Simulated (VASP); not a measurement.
# Zn (I4/mmm) in VASP: notebook

Runs on Zn. Level: r2SCAN. Tasks: single point.

All numbers are computed with VASP 6.6.1; they aren't measurements. Logs are shortened: lines on timing, memory, paths and dates and some standing lists are left out, and cuts for length are marked.

### Step 1. The cell of the first run

It takes space group I4/mmm (No. 139, tetragonal). The conventional cell has a = 2.933 Å, b = 2.933 Å, c = 3.526 Å, α = 90.00°, β = 90.00°, γ = 90.00°. Within 3.6 Å of Zn (site symmetry 4/mmm) lie 14 Zn at 2.72 to 3.53 Å.

### Step 2. Single point, r2SCAN

Input file POSCAR:

```
Zn
1.0
    0.0000000000      2.0741495628      1.7630271284
    2.0741495628      0.0000000000      1.7630271284
    2.0741495628      2.0741495628      0.0000000000
Zn
1
Direct
    0.0000000000      0.0000000000      0.0000000000
```

Input file INCAR.step1:

```
SYSTEM = Zn
PREC = Accurate
ENCUT = 520
ISMEAR = 0
SIGMA = 0.15
LREAL = .False.
LASPH = .True.
NELM = 100
NBANDS = 12
GGA = PE
ALGO = Normal
EDIFF = 1E-4
LWAVE = .True.
LCHARG = .False.
```

Input file INCAR.step2:

```
SYSTEM = Zn
PREC = Accurate
ENCUT = 520
EDIFF = 1E-7
ISMEAR = 0
SIGMA = 0.15
LREAL = .False.
LASPH = .True.
NELM = 100
ALGO = Normal
ISIF = 2
LWAVE = .False.
LCHARG = .False.
METAGGA = R2SCAN
LMIXTAU = .True.
NBANDS = 12
ISTART = 1
```

Input file KPOINTS:

```
Automatic mesh
0
Gamma
  22 22 22
  0 0 0
```

Potentials or basis: VASP PAW PBE potentials, release 64 (Zn).

Started as:

```bash
> cat potpaw_PBE.64/Zn/POTCAR > POTCAR
> cp INCAR.step1 INCAR
> mpirun -np 1 vasp_std > vasp.out
> cp INCAR.step2 INCAR
> mpirun -np 1 vasp_std > vasp.out
```

OUTCAR:

```text
SYSTEM = Zn
   PREC = Accurate
   ENCUT = 520
   EDIFF = 1E-7
   ISMEAR = 0
   LREAL = .False.
   LASPH = .True.
   NELM = 100
   ISIF = 2
   METAGGA = R2SCAN
   ISTART = 1

 ion  position               nearest neighbor table
   1  0.000  0.000  0.000-

  LATTYP: Found a body centered tetragonal cell.
 ALAT       =     2.9332904421
 C/A-ratio  =     1.2020815280

  Lattice vectors:

 A1 = (   0.0000000000,  -2.0741495628,  -1.7630271284)
 A2 = (   0.0000000000,   2.0741495628,  -1.7630271284)
 A3 = (   2.0741495628,   0.0000000000,   1.7630271284)

Analysis of symmetry for initial positions (statically):
=====================================================================
 Subroutine PRICEL returns:
 Original cell was already a primitive cell.

 Routine SETGRP: Setting up the symmetry group for a
 body centered tetragonal supercell.

 Subroutine GETGRP returns: Found 16 space group operations
 (whereof 16 operations were pure point group operations)
 out of a pool of 16 trial point group operations.

The static configuration has the point symmetry D_4h.

Analysis of symmetry for dynamics (positions and initial velocities):
=====================================================================
 Subroutine PRICEL returns:
 Original cell was already a primitive cell.

 Routine SETGRP: Setting up the symmetry group for a
 body centered tetragonal supercell.

 Subroutine GETGRP returns: Found 16 space group operations
 (whereof 16 operations were pure point group operations)
 out of a pool of 16 trial point group operations.

The dynamic configuration has the point symmetry D_4h.

 Subroutine INISYM returns: Found 16 space group operations
 (whereof 16 operations are pure point group operations),
 and found     1 'primitive' translations

----------------------------------------------------------------------------------------

                                     Primitive cell

  volume of cell :      15.1694

  direct lattice vectors                    reciprocal lattice vectors
     0.000000000  2.074149563  1.763027128    -0.241062655  0.241062655  0.283603123
     2.074149563  0.000000000  1.763027128     0.241062655 -0.241062655  0.283603123
     2.074149563  2.074149563  0.000000000     0.241062655  0.241062655 -0.283603123

  length of vectors
     2.722197837  2.722197837  2.933290442     0.443455904  0.443455904  0.443455904

  position of ions in fractional coordinates (direct lattice)
     0.000000000  0.000000000  0.000000000

  ion indices of the primitive-cell ions
   primitive index   ion index
                 1           1

----------------------------------------------------------------------------------------

 KPOINTS: Automatic mesh

Automatic generation of k-mesh.
 Grid dimensions read from file:
 generate k-points for:   22   22   22

 Generating k-lattice:

  Cartesian coordinates                     Fractional coordinates (reciprocal lattice)
    -0.010957393  0.010957393  0.012891051     0.045454545  0.000000000  0.000000000
     0.010957393 -0.010957393  0.012891051     0.000000000  0.045454545  0.000000000
     0.010957393  0.010957393 -0.012891051    -0.000000000 -0.000000000  0.045454545

  Length of vectors
     0.020157087  0.020157087  0.020157087

  Shift w.r.t. Gamma in fractional coordinates (k-lattice)
     0.000000000  0.000000000  0.000000000

 Subroutine IBZKPT returns following result:
 ===========================================

 Found    834 irreducible k-points:

 Following reciprocal coordinates:
            Coordinates               Weight
  0.000000  0.000000  0.000000      1.000000
  0.045455 -0.000000  0.000000      8.000000
  0.090909 -0.000000  0.000000      8.000000
  0.136364  0.000000  0.000000      8.000000
  0.181818  0.000000  0.000000      8.000000
  0.227273  0.000000  0.000000      8.000000
[... 16 lines left out ...]
  0.500000  0.045455  0.000000      8.000000
 -0.454545  0.045455  0.000000      8.000000
 [... further k-points ...]
   k-points           NKPTS =    834   k-points in BZ     NKDIM =    834   number of bands    NBANDS=     12
   number of dos      NEDOS =    301   number of ions     NIONS =      1
   total plane-waves  NPLWV =   9600
   dimension x,y,z NGX =    20 NGY =   20 NGZ =   24
   dimension x,y,z NGXF=    40 NGYF=   40 NGZF=   48
   ions per type =               1
   NGX,Y,Z   is equivalent  to a cutoff of  12.21, 12.21, 13.60 a.u.
   NGXF,Y,Z  is equivalent  to a cutoff of  24.43, 24.43, 27.20 a.u.
 SYSTEM =  Zn
   PREC   = accura    normal or accurate (medium, high low for compatibility)
   ISTART =      1    job   : 0-new  1-cont  2-samecut
   ICHARG =      0    charge: 1-file 2-atom 10-const
   ISPIN  =      1    spin polarized calculation?
   LNONCOLLINEAR =      F non collinear calculations
   LSORBIT =      F    spin-orbit coupling
   LASPH  =      T    aspherical Exc in radial PAW
   ENCUT  =  520.0 eV  38.22 Ry    6.18 a.u.   5.06  5.06  5.45*2*pi/ulx,y,z
   NELM   =    100;   NELMIN=  2; NELMDL=  0     # of ELM steps
   EDIFF  = 0.1E-06   stopping-criterion for ELM
   LREAL  =      F    real-space projection
   EDIFFG = 0.1E-05   stopping-criterion for IOM
   NSW    =      0    number of steps for IOM
   IBRION =     -1    ionic relax: 0-MD 1-quasi-New 2-CG
   NFREE  =      0    steps in history (QN), initial steepest desc. (CG)
   ISIF   =      2    stress and relaxation
   ISYM   =      2    0-nonsym 1-usesym 2-fastsym
   POTIM  = 0.5000    time-step for ionic-motion
   TEBEG  =    0.0;   TEEND  =   0.0 temperature during run
   PSTRESS=    0.0 pullay stress
   NELECT =      12.0000    total number of electrons
   NUPDOWN=      -1.0000    fix difference up-down
   EMIN   =  10.00;   EMAX   =-10.00  energy-range for DOS
   EFERMI =   0.00;   METHOD = LEGACY
   ISMEAR =     0;   SIGMA  =   0.15  broadening in eV -4-tet -1-fermi 0-gaus
   EFERMI_NEDOS =   21; number of points for ismear=-14 and -15
   IALGO  =     38    algorithm
   IMIX   =      4    mixing-type and parameters
     AMIX     =   0.40;   BMIX     =  1.00
     AMIX_MAG =   1.60;   BMIX_MAG =  1.00
  volume/ion in A,a.u.               =      15.17       102.37
  Fermi-wavevector in a.u.,A,eV,Ry     =   1.514069  2.861175 31.190044  2.292404
  Thomas-Fermi vector in A             =   2.623775
   LORBIT       =      0    0 simple, 1 ext, 2 COOP (PROOUT), +10 PAW based schemes
   METAGGA = R2SCAN    functional components
   LHFCALC =     F    Hartree Fock is set to
   AEXX    =    0.0000 exact exchange contribution
   IVDW    =     0    specifies the selected vdW correction
   LEPSILON=     F    determine dielectric tensor
   LRPA    =     F    only Hartree local field effects (RPA)
 non-spin polarized calculation
 Gauss-broadening in eV      SIGMA  =   0.15
  energy-cutoff  :      520.00
  volume of cell :       15.17
 maximum number of plane-waves:       426
   NGX = 11   NGY = 11   NGZ = 11

 number of electron      11.9999994 magnetization

 Free energy of the ion-electron system (eV)
  ---------------------------------------------------
  ext. energy  EPLUGINS =         0.00000000
  ---------------------------------------------------
  free energy    TOTEN  =        -8.83098830 eV

  energy without entropy =       -8.82777191  energy(sigma->0) =       -8.82938010

 E-fermi :   3.0816     XC(G=0): -12.6842

 val. band max:        3.0713334407   @ k =  -0.4091  -0.0000   0.0909
 cond. band min:       3.0831470091   @ k =   0.5000   0.1818   0.0000
 fundamental gap:      0.0118135685
 Fermi energy:         3.0816259739

 k-point     1 :       0.0000    0.0000    0.0000
  band No.  band energies     occupation
      1      -7.8806      2.00000
      2      -5.0780      2.00000
      3      -5.0775      2.00000
      4      -4.7937      2.00000
      5      -4.7243      2.00000
      6      -4.4766      2.00000
      7      22.3549      0.00000
      8      22.7691      0.00000
      9      22.7694      0.00000
     10      23.1599      0.00000
     11      25.0864      0.00000
     12      25.0870      0.00000

 k-point     2 :       0.0455   -0.0000    0.0000
  band No.  band energies     occupation
      1      -7.8142      2.00000
      2      -5.0766      2.00000
      3      -5.0703      2.00000
      4      -4.7925      2.00000
      5      -4.7254      2.00000
      6      -4.4806      2.00000
      7      21.1586      0.00000
      8      22.2960      0.00000
      9      22.3349      0.00000
     10      23.0330      0.00000
     11      25.5221      0.00000
     12      25.6150      0.00000

 k-point     3 :       0.0909   -0.0000    0.0000
  band No.  band energies     occupation
      1      -7.6169      2.00000
      2      -5.0727      2.00000
      3      -5.0531      2.00000
      4      -4.7849      2.00000
      5      -4.7274      2.00000
      6      -4.4913      2.00000
      7      18.8251      0.00000
      8      21.5242      0.00000
      9      21.7969      0.00000
     10      23.0717      0.00000
     11      26.0093      0.00000
     12      26.3780      0.00000

 k-point     4 :       0.1364    0.0000    0.0000
  band No.  band energies     occupation
      1      -7.2953      2.00000
      2      -5.0638      2.00000
      3      -5.0379      2.00000
      4      -4.7604      2.00000
      5      -4.7280      2.00000
      6      -4.5051      2.00000
      7      16.4541      0.00000
      8      20.6877      0.00000
      9      21.2226      0.00000
     10      23.1704      0.00000
     11      25.3098      0.00000
     12      25.5663      0.00000

 k-point     5 :       0.1818    0.0000    0.0000
  band No.  band energies     occupation
      1      -6.8676      2.00000
      2      -5.0375      2.00000
      3      -5.0360      2.00000
      4      -4.7264      2.00000
      5      -4.7085      2.00000
      6      -4.5162      2.00000
      7      14.1463      0.00000
      8      19.9032      0.00000
      9      20.6517      0.00000
     10      23.3025      0.00000
     11      24.2360      0.00000
     12      24.8262      0.00000
[... 228 lines left out ...]
      1      -5.7073      2.00000
      2      -5.1405      2.00000
      3      -4.7764      2.00000
      4      -4.4964      2.00000
      5      -4.2824      2.00000
      6      -2.1228      2.00000
      7       4.5401      0.00000
      8      16.5423      0.00000
      9      18.1776      0.00000
     10      21.9290      0.00000
     11      23.1498      0.00000
     12      25.4398      0.00000

 k-point    22 :       0.4545    0.0455    0.0000
  band No.  band energies     occupation
      1      -5.7155      2.00000
      2      -5.1567      2.00000
      3      -4.7903      2.00000
      4      -4.4608      2.00000
      5      -4.2395      2.00000
      6      -0.9644      2.00000
      7       2.9365      1.82880
      8      16.4735      0.00000
      9      18.1066      0.00000
     10      21.5558      0.00000
     11      22.7535      0.00000
     12      24.8595      0.00000

 k-point    23 :       0.5000    0.0455    0.0000
  band No.  band energies     occupation
      1      -5.7209      2.00000
      2      -5.1639      2.00000
      3      -4.7993      2.00000
      4      -4.4374      2.00000
      5      -4.2263      2.00000
      6      -0.0099      2.00000
      7       1.8027      2.00000
      8      16.5485      0.00000
      9      18.1441      0.00000
     10      21.3083      0.00000
     11      22.3710      0.00000
     12      24.3339      0.00000

 k-point    24 :      -0.4545    0.0455    0.0000
  band No.  band energies     occupation
      1      -5.7187      2.00000
      2      -5.1613      2.00000
      3      -4.8018      2.00000
      4      -4.4282      2.00000
      5      -4.2444      2.00000
      6      -0.5495      2.00000
      7       2.4246      2.00000
      8      16.7698      0.00000
      9      18.2911      0.00000
     10      21.1846      0.00000
     11      21.9972      0.00000
     12      23.9395      0.00000

 [... further k-points ...]
[... 5 lines left out ...]
  --------------------------------------------------------------------------------------
  -------------------------------------------------------------------------------------
  Total       -0.4797171     -0.4797171     -0.1316971      0.0000000     -0.0000000      0.0000000
  in kB      -50.6671685    -50.6671685    -13.9096968      0.0000000     -0.0000000      0.0000000
  external PRESSURE =     -38.4146779 kB  Pullay stress =       0.0000000 kB

 VOLUME and BASIS-vectors are now :
 -----------------------------------------------------------------------------
  energy-cutoff  :      520.00
  volume of cell :       15.17
      direct lattice vectors                 reciprocal lattice vectors
     0.000000000  2.074149563  1.763027128    -0.241062655  0.241062655  0.283603123
     2.074149563  0.000000000  1.763027128     0.241062655 -0.241062655  0.283603123
     2.074149563  2.074149563  0.000000000     0.241062655  0.241062655 -0.283603123

 POSITION                                       TOTAL-FORCE (eV/Angst)
 -----------------------------------------------------------------------------------
      0.00000      0.00000      0.00000         0.000000      0.000000     -0.000000
 -----------------------------------------------------------------------------------
    total drift:                                0.000000      0.000000      0.000000

  FREE ENERGIE OF THE ION-ELECTRON SYSTEM (eV)
  ---------------------------------------------------
  free  energy   TOTEN  =        -8.8309882956 eV

  energy  without entropy=       -8.8277719060  energy(sigma->0) =       -8.82938010
```

Run time: 3.5 min. Hardware: 1 thread of Intel Xeon 6975P-C (Granite Rapids), shared host; peak memory 0.25 GiB.

Results:

- Free energy: -8.8310 eV
- Pressure: -3.8 GPa
- Band gap on the k mesh: zero (band 6 reaches 5.63 eV, above the bottom of band 7 at 1.72 eV)

Stress tensor (GPa, compression positive):
```
-5.07  0.00  0.00
 0.00 -5.07  0.00
 0.00  0.00 -1.39
```

Caveat: the PAW data sets were made with another functional, which shifts forces and pressure a little.

### Step 3. Single point, r2SCAN

This run uses another cell than the first one, of the same volume but with other edges.

Input file POSCAR:

```
Zn
1.0
    0.0000000000      1.7505045397      2.4752134191
    1.7505045397      0.0000000000      2.4752134191
    1.7505045397      1.7505045397      0.0000000000
Zn
1
Direct
    0.0000000000      0.0000000000      0.0000000000
```

Input file INCAR.step1:

```
SYSTEM = Zn
  PREC = Accurate
  ENCUT = 520
  ISMEAR = 0
  SIGMA = 0.15
  LREAL = .FALSE.
  LASPH = .TRUE.
  NELM = 100
  NBANDS = 12
  GGA = PE
  ALGO = Normal
  EDIFF = 1E-4
  LWAVE = .TRUE.
  LCHARG = .FALSE.
```

Input file INCAR.step2:

```
SYSTEM = Zn
  PREC = Accurate
  ENCUT = 520
  EDIFF = 1E-6
  ISMEAR = 0
  SIGMA = 0.15
  LREAL = .FALSE.
  LASPH = .TRUE.
  NELM = 100
  ALGO = Normal
  ISIF = 2
  LWAVE = .FALSE.
  LCHARG = .FALSE.
  METAGGA = R2SCAN
  LMIXTAU = .TRUE.
  NBANDS = 12
  ISTART = 1
```

Input file KPOINTS:

```
regular mesh
0
G
  22 22 22
  0 0 0
```

Potentials or basis: VASP PAW PBE potentials, release 64 (Zn).

Started as:

```bash
> cat potpaw_PBE.64/Zn/POTCAR > POTCAR
> cp INCAR.step1 INCAR
> mpirun -np 1 vasp_std > vasp.out
> cp INCAR.step2 INCAR
> mpirun -np 1 vasp_std > vasp.out
```

OUTCAR:

```text
SYSTEM = Zn
   PREC = Accurate
   ENCUT = 520
   EDIFF = 1E-6
   ISMEAR = 0
   LREAL = .FALSE.
   LASPH = .TRUE.
   NELM = 100
   ISIF = 2
   METAGGA = R2SCAN
   ISTART = 1

 ion  position               nearest neighbor table
   1  0.000  0.000  0.000-

  LATTYP: Found a body centered tetragonal cell.
 ALAT       =     2.4755872610
 C/A-ratio  =     1.9996979772

  Lattice vectors:

 A1 = (  -1.7505045397,   0.0000000000,   2.4752134191)
 A2 = (   1.7505045397,   0.0000000000,   2.4752134191)
 A3 = (   0.0000000000,   1.7505045397,  -2.4752134191)

[... 530 lines left out ...]
      5      -4.3728      2.00000
      6       0.0208      2.00000
      7       2.3395      2.00000
      8      11.8079      0.00000
      9      17.2051      0.00000
     10      25.2758      0.00000
     11      25.9457      0.00000
     12      28.2688      0.00000

 [... further k-points ...]
[... 5 lines left out ...]
  --------------------------------------------------------------------------------------
  -------------------------------------------------------------------------------------
  Total        0.6554964      0.6554964     -0.4234945      0.0000000     -0.0000000      0.0000000
  in kB       69.2327828     69.2327828    -44.7290059      0.0000000     -0.0000000      0.0000000
  external PRESSURE =      31.2455199 kB  Pullay stress =       0.0000000 kB

 VOLUME and BASIS-vectors are now :
 -----------------------------------------------------------------------------
  energy-cutoff  :      520.00
  volume of cell :       15.17
      direct lattice vectors                 reciprocal lattice vectors
     0.000000000  1.750504540  2.475213419    -0.285631936  0.285631936  0.202002783
     1.750504540  0.000000000  2.475213419     0.285631936 -0.285631936  0.202002783
     1.750504540  1.750504540  0.000000000     0.285631936  0.285631936 -0.202002783

 POSITION                                       TOTAL-FORCE (eV/Angst)
 -----------------------------------------------------------------------------------
      0.00000      0.00000      0.00000        -0.000000      0.000000      0.000000
 -----------------------------------------------------------------------------------
    total drift:                                0.000000      0.000000     -0.000000

  FREE ENERGIE OF THE ION-ELECTRON SYSTEM (eV)
  ---------------------------------------------------
  free  energy   TOTEN  =        -8.6727827130 eV

  energy  without entropy=       -8.6692322449  energy(sigma->0) =       -8.67100748
```

OSZICAR.step1:

```text
N       E                     dE             d eps       ncg     rms          rms(c)
DAV:   1     0.423122809735E+02    0.42312E+02   -0.65824E+03 20692   0.158E+03
DAV:   2     0.290625691173E+00   -0.42022E+02   -0.39582E+02 20680   0.213E+02
DAV:   3    -0.100575230472E+01   -0.12964E+01   -0.12945E+01 23016   0.373E+01
DAV:   4    -0.100880675939E+01   -0.30545E-02   -0.30543E-02 22032   0.177E+00
DAV:   5    -0.100880895346E+01   -0.21941E-05   -0.21941E-05 17008   0.471E-02    0.296E+00
DAV:   6    -0.913619573656E+00    0.95189E-01   -0.48874E-01 24708   0.142E+01    0.218E+00
DAV:   7    -0.907974595134E+00    0.56450E-02   -0.98512E-03 20944   0.193E+00    0.110E+00
DAV:   8    -0.905492612650E+00    0.24820E-02   -0.12500E-03 25872   0.509E-01    0.312E-02
DAV:   9    -0.905497753693E+00   -0.51410E-05   -0.80549E-05 14200   0.136E-01
   1 F= -.90549775E+00 E0= -.90363557E+00  d E =-.372436E-02
```

It took 1.7 min on 1 thread of Intel Xeon 6975P-C (Granite Rapids), shared host; peak memory 0.26 GiB.

What came out:

- Free energy: -8.6728 eV
- Pressure: 3.1 GPa
- Band gap on the k mesh: zero (band 6 reaches 5.83 eV, above the bottom of band 7 at -0.19 eV)

Stress tensor (GPa, compression positive):
```
 6.92  0.00  0.00
 0.00  6.92  0.00
 0.00  0.00 -4.47
```

Levels at points of the mesh, in eV from the Fermi level:
```
           k point  band 2  band 3  band 4  band 5  band 6  band 7  band 8  band 9  band 10  band 11
(0.00, 0.00, 0.00)   -8.83   -8.29   -7.74   -7.73   -7.38   14.12   17.99   20.06    20.06    21.60
(0.50, 0.00, 0.00)   -8.56   -7.84   -7.50   -7.41   -2.96   -0.93    9.32   13.46    22.28    22.89
(0.50, 0.50, 0.00)   -9.01   -7.44   -7.44   -7.34   -3.86   -3.26   14.37   14.37    17.04    19.58
(0.50, 0.00, 0.50)   -8.58   -7.81   -7.53   -6.99    1.14    5.10    6.36    8.97    11.67    12.21
```

Caveat: the PAW data sets were made with another functional, which shifts forces and pressure a little.
